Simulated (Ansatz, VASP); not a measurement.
SnO2: VASP beside Ansatz

```xyz
9
Lattice="-3.2373 0.0000 0.0000 -1.6186 -2.8035 0.0000 -0.9712 -0.5607 14.3755" Properties=species:S:1:pos:R:3 pbc="T T T"
Sn   -3.2373   -1.8690    6.4375
Sn   -3.2373    0.0000    2.1457
Sn   -1.6186   -0.9345   10.7293
O    -3.2373   -1.8690    3.1363
O    -3.2373    0.0000   11.7199
O    -1.6186   -0.9345    7.4281
O    -3.2373   -1.8690    9.7388
O    -3.2373    0.0000    5.4470
O    -1.6186   -0.9345    1.1551
```

Alike in both runs: task single point; functional PBE; dispersion D3(BJ); k mesh 9 × 9 × 2; occupations gaussian, width 0.05 eV; no spin polarisation.

|  | VASP | Ansatz |
| --- | --- | --- |
| version | VASP 6.6.1 | Ansatz 0.2.0 |
| potentials or method | VASP PAW PBE potentials, release 64 (Sn_d, O), cutoff 520 eV | scalar-relativistic, plane waves, PAW |
| valence electrons in the cell | 78 | 78 |

Ansatz gave:

```
gap on the k mesh at the Fermi level (eV)                     : 1.88
least direct gap on the mesh (eV)                             : 2.01
pressure (GPa)                                                : -0.3
traceless stress, the component that is largest in VASP (GPa) : 0.37
rms of the force components (eV/Å)                            : 0.065
```

Problem. Which values does VASP return?

Solution. gap on the k mesh at the Fermi level (eV): 1.86; least direct gap on the mesh (eV): 1.99; pressure (GPa): 0.3; traceless stress, the component that is largest in VASP (GPa): -0.03; rms of the force components (eV/Å): 0.081.

Atom by atom the forces differ by 0.026 eV/Å (rms over components).
